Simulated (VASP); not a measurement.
# AlN in VASP: notebook, part 3 of 3

VASP 6.6.1. The steps go on from the part before.

### 6 Single point, PBEsol (mode 4 frozen in at -0.076 Å and mode 5 at +0.000 Å (largest displacements))

INCAR

```
SYSTEM = AlN
PREC     = Accurate       ! precision mode
ENCUT    = 520            ! plane-wave cutoff, eV
EDIFF    = 1E-7           ! SCF threshold, eV
ISMEAR   = 0              ! smearing method
SIGMA    = 0.05           ! smearing width, eV
LREAL    = .False.        ! projectors in reciprocal space
LASPH    = .True.         ! aspherical terms in the spheres
NELM     = 80             ! most SCF steps
ALGO     = Normal         ! electronic algorithm
ISIF     = 2              ! what is computed and relaxed
LWAVE    = .False.        ! write WAVECAR
LCHARG   = .False.        ! write CHGCAR
GGA      = PS             ! functional
NBANDS   = 11             ! bands
```

KPOINTS

```
Automatic mesh
0
Gamma
  10 10 10
  0 0 0
```

POSCAR

```
AlN
1.0
    0.0000000000      2.1886566781      2.1886566781
    2.1886566781      0.0000000000      2.1886566781
    2.1886566781      2.1886566781      0.0000000000
Al N
1 1
Direct
   -0.0090133114      0.0090133114      0.0090133114
    0.7673622480      0.7326377520      0.7326377520
```

Potentials or basis: VASP PAW PBE potentials, release 64 (Al, N).

Run with:

```console
cat potpaw_PBE.64/Al/POTCAR potpaw_PBE.64/N/POTCAR > POTCAR
mpirun -np 1 vasp_std > vasp.out
```

OUTCAR:

```text
SYSTEM = AlN
   PREC = Accurate
   ENCUT = 520
   EDIFF = 1E-7
   ISMEAR = 0
   LREAL = .False.
   LASPH = .True.
   NELM = 80
   ISIF = 2
   GGA = PS

 ion  position               nearest neighbor table
   1  0.991  0.009  0.009-   2 1.83   2 1.83   2 1.96   2 1.96
   2  0.767  0.733  0.733-   1 1.83   1 1.83   1 1.96   1 1.96

  LATTYP: Found a face centered cubic cell.
 ALAT       =     4.3773133562

  Lattice vectors:

 A1 = (   0.0000000000,   2.1886566781,   2.1886566781)
 A2 = (   2.1886566781,   0.0000000000,   2.1886566781)
 A3 = (   2.1886566781,   2.1886566781,   0.0000000000)
[... 512 lines left out ...]
      7      17.2540      0.00000
      8      17.8925      0.00000
      9      21.8998      0.00000
     10      24.6004      0.00000
     11      24.9951      0.00000

 [... further k-points ...]
[... 5 lines left out ...]
  --------------------------------------------------------------------------------------
  -------------------------------------------------------------------------------------
  Total       -0.0058646      0.3293210      0.3293210      0.0000000     -1.0641608      0.0000000
  in kB       -0.4481080     25.1632717     25.1632717      0.0000000    -81.3120498      0.0000000
  external PRESSURE =      16.6261451 kB  Pullay stress =       0.0000000 kB

 VOLUME and BASIS-vectors are now :
 -----------------------------------------------------------------------------
  energy-cutoff  :      520.00
  volume of cell :       20.97
      direct lattice vectors                 reciprocal lattice vectors
     0.000000000  2.188656678  2.188656678    -0.228450631  0.228450631  0.228450631
     2.188656678  0.000000000  2.188656678     0.228450631 -0.228450631  0.228450631
     2.188656678  2.188656678  0.000000000     0.228450631  0.228450631 -0.228450631

 POSITION                                       TOTAL-FORCE (eV/Angst)
 -----------------------------------------------------------------------------------
      0.03945      2.18866      2.18866        -1.641252      0.000000      0.000000
      3.20699      3.28299      3.28299         1.641252      0.000000      0.000000
 -----------------------------------------------------------------------------------
    total drift:                                0.000038     -0.000000     -0.000000

  FREE ENERGIE OF THE ION-ELECTRON SYSTEM (eV)
  ---------------------------------------------------
  free  energy   TOTEN  =       -15.5160076754 eV

  energy  without entropy=      -15.5160076754  energy(sigma->0) =      -15.51600768
```

OSZICAR:

```text
N       E                     dE             d eps       ncg     rms          rms(c)
DAV:   1     0.112047498875E+02    0.11205E+02   -0.38679E+03  3874   0.604E+02
DAV:   2    -0.168278028719E+02   -0.28033E+02   -0.27080E+02  4527   0.139E+02
DAV:   3    -0.177733859821E+02   -0.94558E+00   -0.94425E+00  4569   0.239E+01
DAV:   4    -0.177784208251E+02   -0.50348E-02   -0.50346E-02  4302   0.192E+00
DAV:   5    -0.177784806785E+02   -0.59853E-04   -0.59853E-04  4581   0.201E-01    0.834E+00
DAV:   6    -0.155589139988E+02    0.22196E+01   -0.11031E+01  4410   0.164E+01    0.286E+00
DAV:   7    -0.155349608814E+02    0.23953E-01   -0.15168E-01  4233   0.305E+00    0.203E+00
DAV:   8    -0.155172288492E+02    0.17732E-01   -0.29021E-02  4224   0.156E+00    0.547E-01
DAV:   9    -0.155159920328E+02    0.12368E-02   -0.37243E-03  4521   0.378E-01    0.223E-01
DAV:  10    -0.155160038471E+02   -0.11814E-04   -0.26086E-04  4242   0.112E-01    0.141E-02
DAV:  11    -0.155160073415E+02   -0.34944E-05   -0.56386E-06  4536   0.198E-02    0.608E-03
DAV:  12    -0.155160076844E+02   -0.34284E-06   -0.90212E-07  4299   0.633E-03    0.352E-03
DAV:  13    -0.155160076754E+02    0.90133E-08   -0.84192E-08  2469   0.204E-03
   1 F= -.15516008E+02 E0= -.15516008E+02  d E =-.166444E-14
```

Wall time 33 s (1 thread of Intel Xeon Platinum 8488C (Sapphire Rapids), shared host); peak memory 0.16 GiB.

Results:

```
Free energy            : -15.5160 eV
Pressure               : 1.7 GPa
Largest force          : 1.641 eV/Å
Band gap on the k mesh : 2.89 eV, indirect (least direct gap 3.76 eV)
```

Forces in eV/Å, atoms in the order of the input:
```
Al  -1.641  0.000  0.000
N    1.641  0.000  0.000
```

Stress tensor (GPa, compression positive):
```
-0.04  0.00  0.00
 0.00  2.52 -8.13
 0.00 -8.13  2.52
```

Caveat: the cell differs from its parent crystal (mode 4 frozen in at -0.076 Å and mode 5 at +0.000 Å (largest displacements)); the PAW data sets were made with another functional, which shifts forces and pressure a little.
